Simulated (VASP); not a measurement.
# Pt (Im-3m) in VASP: notebook

The runs below take Pt through single point, with LDA.

Program: VASP 6.6.1. These are calculated values, not measurements. Logs are shortened: lines on timing, memory, paths and dates and some standing lists are left out, and cuts for length are marked.

## (1) The cell of the first run

The structure is cubic, space group Im-3m (No. 229). The conventional cell has a = 3.101 Å, b = 3.101 Å, c = 3.101 Å, α = 90.00°, β = 90.00°, γ = 90.00°. Pt (site symmetry m-3m) has 14 Pt at 2.69 to 3.10 Å within 3.5 Å.

## (2) Single point, LDA

INCAR reads:

```
PREC = Accurate ; ENCUT = 520
EDIFF = 1E-7 ; ISMEAR = -1
SIGMA = 0.1 ; LREAL = F
LASPH = T ; NELM = 80
ALGO = Normal ; ISIF = 2
LWAVE = F ; LCHARG = F
GGA = CA ; NBANDS = 11
```

KPOINTS reads:

```
regular mesh
0
Gamma
  15 15 15
```

POSCAR reads:

```
Pt
1.0
   -1.5506712277      1.5506712277      1.5506712277
    1.5506712277     -1.5506712277      1.5506712277
    1.5506712277      1.5506712277     -1.5506712277
Pt
1
Direct
    0.0000000000      0.0000000000      0.0000000000
```

Potentials or basis: VASP PAW LDA potentials, release 64 (Pt).

Started as:

```bash
cat potpaw_LDA.64/Pt/POTCAR > POTCAR
mpirun -np 1 vasp_std > vasp.out
```

OUTCAR:

```text
PREC = Accurate
   ENCUT = 520
   EDIFF = 1E-7
   ISMEAR = -1
   LREAL = F
   LASPH = T
   NELM = 80
   ISIF = 2
   GGA = CA

 ion  position               nearest neighbor table
   1  0.000  0.000  0.000-

  LATTYP: Found a body centered cubic cell.
 ALAT       =     3.1013424554

  Lattice vectors:

 A1 = (  -1.5506712277,   1.5506712277,   1.5506712277)
 A2 = (   1.5506712277,  -1.5506712277,   1.5506712277)
 A3 = (   1.5506712277,   1.5506712277,  -1.5506712277)

Analysis of symmetry for initial positions (statically):
=====================================================================
 Subroutine PRICEL returns:
 Original cell was already a primitive cell.

 Routine SETGRP: Setting up the symmetry group for a
 body centered cubic supercell.

 Subroutine GETGRP returns: Found 48 space group operations
 (whereof 48 operations were pure point group operations)
 out of a pool of 48 trial point group operations.

The static configuration has the point symmetry O_h .

Analysis of symmetry for dynamics (positions and initial velocities):
=====================================================================
 Subroutine PRICEL returns:
 Original cell was already a primitive cell.

 Routine SETGRP: Setting up the symmetry group for a
 body centered cubic supercell.

 Subroutine GETGRP returns: Found 48 space group operations
 (whereof 48 operations were pure point group operations)
 out of a pool of 48 trial point group operations.

The dynamic configuration has the point symmetry O_h .

 Subroutine INISYM returns: Found 48 space group operations
 (whereof 48 operations are pure point group operations),
 and found     1 'primitive' translations

----------------------------------------------------------------------------------------

                                     Primitive cell

  volume of cell :      14.9149

  direct lattice vectors                    reciprocal lattice vectors
    -1.550671228  1.550671228  1.550671228     0.000000000  0.322441012  0.322441012
     1.550671228 -1.550671228  1.550671228     0.322441012  0.000000000  0.322441012
     1.550671228  1.550671228 -1.550671228     0.322441012  0.322441012  0.000000000

  length of vectors
     2.685841352  2.685841352  2.685841352     0.456000452  0.456000452  0.456000452

  position of ions in fractional coordinates (direct lattice)
     0.000000000  0.000000000  0.000000000

  ion indices of the primitive-cell ions
   primitive index   ion index
                 1           1

----------------------------------------------------------------------------------------

 KPOINTS: regular mesh

Automatic generation of k-mesh.
 Grid dimensions read from file:
 generate k-points for:   15   15   15

 Generating k-lattice:

  Cartesian coordinates                     Fractional coordinates (reciprocal lattice)
     0.000000000  0.021496067  0.021496067     0.066666667  0.000000000  0.000000000
     0.021496067  0.000000000  0.021496067     0.000000000  0.066666667  0.000000000
     0.021496067  0.021496067  0.000000000     0.000000000  0.000000000  0.066666667

  Length of vectors
     0.030400030  0.030400030  0.030400030

  Shift w.r.t. Gamma in fractional coordinates (k-lattice)
     0.000000000  0.000000000  0.000000000

 Subroutine IBZKPT returns following result:
 ===========================================

 Found    120 irreducible k-points:

 Following reciprocal coordinates:
            Coordinates               Weight
  0.000000  0.000000  0.000000      1.000000
  0.066667  0.000000  0.000000     12.000000
  0.133333  0.000000  0.000000     12.000000
  0.200000  0.000000  0.000000     12.000000
  0.266667  0.000000  0.000000     12.000000
  0.333333  0.000000  0.000000     12.000000
[... 16 lines left out ...]
  0.333333  0.200000  0.000000     48.000000
  0.400000  0.200000  0.000000     24.000000
 [... further k-points ...]
   k-points           NKPTS =    120   k-points in BZ     NKDIM =    120   number of bands    NBANDS=     11
   number of dos      NEDOS =    301   number of ions     NIONS =      1
   total plane-waves  NPLWV =   8000
   dimension x,y,z NGX =    20 NGY =   20 NGZ =   20
   dimension x,y,z NGXF=    40 NGYF=   40 NGZF=   40
   ions per type =               1
   NGX,Y,Z   is equivalent  to a cutoff of  12.38, 12.38, 12.38 a.u.
   NGXF,Y,Z  is equivalent  to a cutoff of  24.76, 24.76, 24.76 a.u.
 SYSTEM =  unknown system
   PREC   = accura    normal or accurate (medium, high low for compatibility)
   ISTART =      0    job   : 0-new  1-cont  2-samecut
   ICHARG =      2    charge: 1-file 2-atom 10-const
   ISPIN  =      1    spin polarized calculation?
   LNONCOLLINEAR =      F non collinear calculations
   LSORBIT =      F    spin-orbit coupling
   LASPH  =      T    aspherical Exc in radial PAW
   ENCUT  =  520.0 eV  38.22 Ry    6.18 a.u.   4.99  4.99  4.99*2*pi/ulx,y,z
   NELM   =     80;   NELMIN=  2; NELMDL= -5     # of ELM steps
   EDIFF  = 0.1E-06   stopping-criterion for ELM
   LREAL  =      F    real-space projection
   EDIFFG = 0.1E-05   stopping-criterion for IOM
   NSW    =      0    number of steps for IOM
   IBRION =     -1    ionic relax: 0-MD 1-quasi-New 2-CG
   NFREE  =      0    steps in history (QN), initial steepest desc. (CG)
   ISIF   =      2    stress and relaxation
   ISYM   =      2    0-nonsym 1-usesym 2-fastsym
   POTIM  = 0.5000    time-step for ionic-motion
   TEBEG  =    0.0;   TEEND  =   0.0 temperature during run
   PSTRESS=    0.0 pullay stress
   NELECT =      10.0000    total number of electrons
   NUPDOWN=      -1.0000    fix difference up-down
   EMIN   =  10.00;   EMAX   =-10.00  energy-range for DOS
   EFERMI =   0.00;   METHOD = LEGACY
   ISMEAR =    -1;   SIGMA  =   0.10  broadening in eV -4-tet -1-fermi 0-gaus
   EFERMI_NEDOS =   21; number of points for ismear=-14 and -15
   IALGO  =     38    algorithm
   IMIX   =      4    mixing-type and parameters
     AMIX     =   0.40;   BMIX     =  1.00
     AMIX_MAG =   1.60;   BMIX_MAG =  1.00
  volume/ion in A,a.u.               =      14.91       100.65
  Fermi-wavevector in a.u.,A,eV,Ry     =   1.432853  2.707700 27.933699  2.053069
  Thomas-Fermi vector in A             =   2.552436
   LORBIT       =      0    0 simple, 1 ext, 2 COOP (PROOUT), +10 PAW based schemes
   GGA     = CA    functional components
   LHFCALC =     F    Hartree Fock is set to
   AEXX    =    0.0000 exact exchange contribution
   IVDW    =     0    specifies the selected vdW correction
   LEPSILON=     F    determine dielectric tensor
   LRPA    =     F    only Hartree local field effects (RPA)
 non-spin polarized calculation
  energy-cutoff  :      520.00
  volume of cell :       14.91
 maximum number of plane-waves:       414
   NGX =  9   NGY =  9   NGZ =  9

 number of electron      10.0000001 magnetization

 Free energy of the ion-electron system (eV)
  ---------------------------------------------------
  ext. energy  EPLUGINS =         0.00000000
  ---------------------------------------------------
  free energy    TOTEN  =        -7.41093726 eV

  energy without entropy =       -7.38539832  energy(sigma->0) =       -7.39816779

 E-fermi :  11.1397     XC(G=0): -13.7471

 val. band max:       11.1150827274   @ k =  -0.3333   0.3333   0.1333
 cond. band min:      11.1456234723   @ k =  -0.2667   0.3333   0.1333
 fundamental gap:      0.0305407449
 Fermi energy:        11.1396613844

 k-point     1 :       0.0000    0.0000    0.0000
  band No.  band energies     occupation
      1       0.9959      2.00000
      2       7.2912      2.00000
      3       7.2912      2.00000
      4       7.2912      2.00000
      5      10.0516      1.99996
      6      10.0516      1.99996
      7      28.1617      0.00000
      8      28.1617      0.00000
      9      28.1617      0.00000
     10      39.0058      0.00000
     11      39.0058      0.00000

 k-point     2 :       0.0667    0.0000    0.0000
  band No.  band energies     occupation
      1       1.1875      2.00000
      2       7.2126      2.00000
      3       7.2902      2.00000
      4       7.4490      2.00000
      5       9.9477      1.99999
      6      10.0568      1.99996
      7      28.2613      0.00000
      8      28.3606      0.00000
      9      28.4511      0.00000
     10      36.7298      0.00000
     11      37.4029      0.00000

 k-point     3 :       0.1333    0.0000    0.0000
  band No.  band energies     occupation
      1       1.7369      2.00000
      2       6.9971      2.00000
      3       7.2728      2.00000
      4       7.9128      2.00000
      5       9.7250      2.00000
      6      10.0761      1.99995
      7      28.3819      0.00000
      8      28.6145      0.00000
      9      29.2911      0.00000
     10      34.8432      0.00000
     11      35.2096      0.00000

 k-point     4 :       0.2000    0.0000    0.0000
  band No.  band energies     occupation
      1       2.5483      2.00000
      2       6.6959      2.00000
      3       7.2489      2.00000
      4       8.6501      2.00000
      5       9.5707      2.00000
      6      10.1182      1.99993
      7      27.7934      0.00000
      8      28.0065      0.00000
      9      30.6024      0.00000
     10      34.1347      0.00000
     11      34.2371      0.00000

 k-point     5 :       0.2667    0.0000    0.0000
  band No.  band energies     occupation
      1       3.3855      2.00000
      2       6.3707      2.00000
      3       7.4175      2.00000
      4       9.5916      2.00000
      5       9.5985      2.00000
      6      10.1874      1.99985
      7      25.5021      0.00000
      8      26.9827      0.00000
      9      32.2644      0.00000
     10      32.9638      0.00000
     11      34.5552      0.00000

 k-point     6 :       0.3333    0.0000    0.0000
  band No.  band energies     occupation
      1       3.8863      2.00000
      2       6.0776      2.00000
      3       8.1585      2.00000
      4       9.7560      2.00000
      5      10.2762      1.99964
      6      10.6474      1.98555
      7      22.7243      0.00000
      8      25.8249      0.00000
      9      30.5589      0.00000
     10      34.1027      0.00000
     11      35.3491      0.00000

 k-point     7 :       0.4000    0.0000    0.0000
  band No.  band energies     occupation
      1       3.9952      2.00000
      2       5.8594      2.00000
      3       9.3467      2.00000
      4      10.0904      1.99994
      5      10.3625      1.99916
      6      11.6108      0.01783
      7      20.0895      0.00000
      8      24.9148      0.00000
      9      28.6359      0.00000
     10      35.6848      0.00000
     11      35.8352      0.00000

 k-point     8 :       0.4667    0.0000    0.0000
  band No.  band energies     occupation
      1       3.9713      2.00000
      2       5.7436      2.00000
      3       9.8224      2.00000
      4      10.4168      1.99855
      5      10.9982      1.60884
      6      12.2167      0.00004
      7      18.2160      0.00000
      8      24.4241      0.00000
      9      27.5371      0.00000
     10      35.4193      0.00000
     11      36.9824      0.00000
[... 141 lines left out ...]
 k-point    19 :       0.3333    0.1333    0.0000
  band No.  band energies     occupation
      1       4.4754      2.00000
      2       5.9944      2.00000
      3       8.2113      2.00000
      4       9.7527      2.00000
      5      10.5803      1.99258
      6      13.0020      0.00000
      7      19.9578      0.00000
      8      24.8485      0.00000
      9      27.3033      0.00000
     10      34.0568      0.00000
     11      36.3849      0.00000

 k-point    20 :       0.4000    0.1333    0.0000
  band No.  band energies     occupation
      1       4.4380      2.00000
      2       5.8944      2.00000
      3       8.8581      2.00000
      4       9.7979      2.00000
      5      10.8907      1.84684
      6      14.1666      0.00000
      7      17.9755      0.00000
      8      24.2877      0.00000
      9      26.6176      0.00000
     10      34.9551      0.00000
     11      35.8378      0.00000

 k-point    21 :       0.2000    0.2000    0.0000
  band No.  band energies     occupation
      1       4.5572      2.00000
      2       6.4166      2.00000
      3       6.7398      2.00000
      4       9.4289      2.00000
      5      10.4241      1.99844
      6      11.7459      0.00465
      7      23.2523      0.00000
      8      25.6707      0.00000
      9      28.5092      0.00000
     10      31.7829      0.00000
     11      36.6620      0.00000

 k-point    22 :       0.2667    0.2000    0.0000
  band No.  band energies     occupation
      1       4.8766      2.00000
      2       6.2252      2.00000
      3       7.2327      2.00000
      4       9.6087      2.00000
      5      10.4907      1.99697
      6      13.2486      0.00000
      7      20.9147      0.00000
      8      24.3247      0.00000
      9      27.6824      0.00000
     10      32.6555      0.00000
     11      36.5397      0.00000

 k-point    23 :       0.3333    0.2000    0.0000
  band No.  band energies     occupation
      1       4.8960      2.00000
      2       6.1075      2.00000
      3       7.8455      2.00000
      4       9.7900      2.00000
      5      10.6366      1.98702
      6      14.7942      0.00000
      7      18.7055      0.00000
      8      23.2821      0.00000
      9      27.1765      0.00000
     10      33.6679      0.00000
     11      35.6856      0.00000

 k-point    24 :       0.4000    0.2000    0.0000
  band No.  band energies     occupation
      1       4.8744      2.00000
      2       6.0715      2.00000
      3       8.0982      2.00000
      4       9.8341      2.00000
      5      10.7780      1.94764
      6      15.9200      0.00000
      7      17.3225      0.00000
      8      22.8619      0.00000
      9      27.0044      0.00000
     10      34.6358      0.00000
     11      34.7217      0.00000

 [... further k-points ...]
[... 5 lines left out ...]
  --------------------------------------------------------------------------------------
  -------------------------------------------------------------------------------------
  Total        0.0721796      0.0721796      0.0721796     -0.0000000      0.0000000     -0.0000000
  in kB        7.7536408      7.7536408      7.7536408     -0.0000000      0.0000000     -0.0000000
  external PRESSURE =       7.7536408 kB  Pullay stress =       0.0000000 kB

 VOLUME and BASIS-vectors are now :
 -----------------------------------------------------------------------------
  energy-cutoff  :      520.00
  volume of cell :       14.91
      direct lattice vectors                 reciprocal lattice vectors
    -1.550671228  1.550671228  1.550671228     0.000000000  0.322441012  0.322441012
     1.550671228 -1.550671228  1.550671228     0.322441012  0.000000000  0.322441012
     1.550671228  1.550671228 -1.550671228     0.322441012  0.322441012  0.000000000

 POSITION                                       TOTAL-FORCE (eV/Angst)
 -----------------------------------------------------------------------------------
      0.00000      0.00000      0.00000         0.000000     -0.000000      0.000000
 -----------------------------------------------------------------------------------
    total drift:                                0.000000     -0.000000      0.000000

  FREE ENERGIE OF THE ION-ELECTRON SYSTEM (eV)
  ---------------------------------------------------
  free  energy   TOTEN  =        -7.4109372583 eV

  energy  without entropy=       -7.3853983205  energy(sigma->0) =       -7.39816779
```

Run time: 11 s. Hardware: 1 thread of Intel Xeon 6975P-C, shared host; peak memory 0.13 GiB.

What came out:

| Quantity | Value |
| --- | --- |
| Free energy | -7.4109 eV |
| Pressure | 0.8 GPa |
| Band gap on the k mesh | zero (band 5 reaches 12.19 eV, above the bottom of band 6 at 9.89 eV) |

Caveat: spin-orbit coupling is left out, which moves the levels of the heavy elements.

## (3) Single point, LDA

INCAR reads:

```
SYSTEM = Pt
  PREC = Accurate
  ENCUT = 520
  EDIFF = 1E-7
  ISMEAR = -1
  SIGMA = 0.1
  LREAL = .False.
  LASPH = .True.
  NELM = 100
  ALGO = Normal
  ISIF = 2
  LWAVE = .False.
  LCHARG = .False.
  NBANDS = 11
```

KPOINTS reads:

```
regular mesh
0
Gamma
  15 15 15
  0 0 0
```

POSCAR is that of step 2.

Potentials or basis: VASP PAW LDA potentials, release 64 (Pt).

Started as:

```bash
cat potpaw_LDA.64/Pt/POTCAR > POTCAR
mpirun -np 1 vasp_std > vasp.out
```

Run time: 9.7 s. Hardware: 1 thread of Intel Xeon 6975P-C, shared host; peak memory 0.13 GiB.

It converged, with:

```
Free energy            : -7.4109 eV
Pressure               : 0.8 GPa
Band gap on the k mesh : zero (band 5 reaches 12.19 eV, above the bottom of band 6 at 9.89 eV)
```

Levels at points of the mesh, in eV from the Fermi level:
| k point | band 2 | band 3 | band 4 | band 5 | band 6 | band 7 | band 8 | band 9 |
| --- | --- | --- | --- | --- | --- | --- | --- | --- |
| (0.00, 0.00, 0.00) | -3.85 | -3.85 | -3.85 | -1.09 | -1.09 | 17.02 | 17.02 | 17.02 |

Caveat: spin-orbit coupling is left out, which moves the levels of the heavy elements.
